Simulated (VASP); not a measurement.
Here is a VASP 6.6.1 calculation.

File INCAR:

```
SYSTEM = Si
PREC = Accurate
ENCUT = 520
EDIFF = 1E-6
ISMEAR = 0
SIGMA = 0.03
LREAL = .False.
LASPH = .True.
NELM = 80
ALGO = Normal
ISIF = 2
LWAVE = .False.
LCHARG = .True.
GGA = PS
LELF = .True.
LVHAR = .True.
NBANDS = 26
```

The input KPOINTS:

```
regular mesh
0
Gamma
  10 10 4
  0 0 0
```

POSCAR

```
Si
1.0
    0.0000000000      0.0000000000      3.8373624245
    3.3221878745     -3.3221878745     -1.9186812122
    6.6443757490      6.6443757490      0.0000000000
Si
8
Direct
   -0.0147497144      0.0000000000      0.1787304307
    0.4852502856      0.0000000000      0.6787304307
    0.4852502856      0.0000000000      0.3212695693
   -0.0147497144      0.0000000000      0.8212695693
    0.8360192837      0.6425391386      0.0000000000
    0.3360192837      0.6425391386      0.5000000000
    0.1934801451      0.3574608614      0.0000000000
    0.6934801451      0.3574608614      0.5000000000
```

Potentials or basis: VASP PAW PBE potentials, release 64 (Si).

The run is started by

```bash
$ cat potpaw_PBE.64/Si/POTCAR > POTCAR
$ mpirun -np 1 vasp_std > vasp.out
```

Task: What does it give for the pressure?

Result: 0.0 GPa.

Task: Estimate the band gap on the k mesh.

Result: 0.16 eV.

Task: Estimate the largest force.

Result: 0.113 eV/Å.

Stress tensor (GPa, compression positive):
```
-0.04  0.00  0.00
 0.00 -0.04  0.00
 0.00  0.00  0.06
```

Caveat: the cell differs from its parent crystal (mode 4 frozen in at +0.000 Å and mode 7 at -0.057 Å (largest displacements)); the PAW data sets were made with another functional, which shifts forces and pressure a little. A k mesh can miss the band edges.
